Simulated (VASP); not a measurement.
Write the native input for VASP 6.6.1 that does the following.

- Task: single point
- Functional: LDA
- Potentials or basis: VASP PAW LDA potentials, release 64 (Pt)
- Cutoff: 520 eV
- k mesh: 21 × 21 × 10
- Occupations: gaussian, width 0.15 eV
- Spin: collinear spin, ferromagnetic start
- Starting moments: [0.05, 0.05] μB
- Fixed moment: 0.1 μB
- Dipole correction: no
- Further INCAR settings: ALGO = Fast; EDIFF = 1e-06; NBANDS = 21

The structure of Pt lies in POSCAR:

```
Pt
1.0
    2.7483013709      0.0000000000      0.0000000000
   -1.3741506854      2.3800988044      0.0000000000
    0.0000000000      0.0000000000      4.7455915265
Pt
2
Direct
    0.6666666667      0.3333333333      0.7500000000
    0.3333333333      0.6666666667      0.2500000000
```

These files were run (other wordings do the same):

INCAR

```
SYSTEM = Pt
PREC = Accurate
ENCUT = 520
EDIFF = 1E-6
ISMEAR = 0
SIGMA = 0.15
LREAL = .False.
LASPH = .True.
NELM = 150
ALGO = Fast
ISIF = 2
LWAVE = .False.
LCHARG = .True.
ISPIN = 2
MAGMOM = 0.05 0.05
LORBIT = 11
NUPDOWN = 0.1
LMAXMIX = 4
LELF = .True.
LVHAR = .True.
NBANDS = 21
```

KPOINTS

```
regular mesh
0
Gamma
  21 21 10
  0 0 0
```

Potentials or basis: VASP PAW LDA potentials, release 64 (Pt).

Run with:

```console
$ cat potpaw_LDA.64/Pt/POTCAR > POTCAR
$ mpirun -np 1 vasp_std > vasp.out
```

It gave:

The pressure is -11.0 GPa, the net moment is 0.10 μB per cell and the site moments are Pt +0.05 μB. The valence electrons inside the program's atomic spheres are Pt 9.24.

Caveat: the total moment is fixed, so each spin has its own Fermi level.

Wall time 120 s on 1 thread of Intel(R) Xeon(R) 6975P-C (Granite Rapids), with other jobs on the host, peak memory 0.33 GiB.
